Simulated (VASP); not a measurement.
A run of VASP 6.6.1 is set up as follows.

File INCAR:

```
PREC     = Accurate       # precision mode
ENCUT    = 520            # plane-wave cutoff, eV
EDIFF    = 1E-6           # SCF threshold, eV
ISMEAR   = 0              # smearing method
SIGMA    = 0.02           # smearing width, eV
LREAL    = F              # projectors in reciprocal space
LASPH    = T              # aspherical terms in the spheres
NELM     = 60             # most SCF steps
ALGO     = Normal         # electronic algorithm
ISIF     = 2              # what is computed and relaxed
LWAVE    = F              # write WAVECAR
LCHARG   = F              # write CHGCAR
GGA      = PE             # functional
NBANDS   = 28             # bands
```

KPOINTS

```
Automatic mesh
0
Gamma
  6 6 6
```

File POSCAR:

```
BaZrO3
1.0
    4.2271626372      0.0000000000      0.0000000000
    0.0000000000      4.2271626372      0.0000000000
    0.0000000000      0.0000000000      4.2271626372
Ba Zr O
1 1 3
Direct
    0.0000000000      0.0000000000      0.0000000000
    0.5000000000      0.5000000000      0.5000000000
    0.0000000000      0.5000000000      0.5000000000
    0.5000000000      0.0000000000      0.5000000000
    0.5000000000      0.5000000000      0.0000000000
```

Potentials or basis: VASP PAW PBE potentials, release 64 (Ba_sv, Zr_sv, O).

Launch:

```console
$ cat potpaw_PBE.64/Ba_sv/POTCAR potpaw_PBE.64/Zr_sv/POTCAR potpaw_PBE.64/O/POTCAR > POTCAR
$ mpirun -np 1 vasp_std > vasp.out
```

Q: Predict the pressure.

A: 0.9 GPa.

Q: What does it give for the band gap on the k mesh?

A: 3.13 eV, indirect (least direct gap 3.38 eV).

Caveat: spin-orbit coupling is left out, which moves the levels of the heavy elements. PBE gaps usually lie below the measured ones, often by a third to a half.
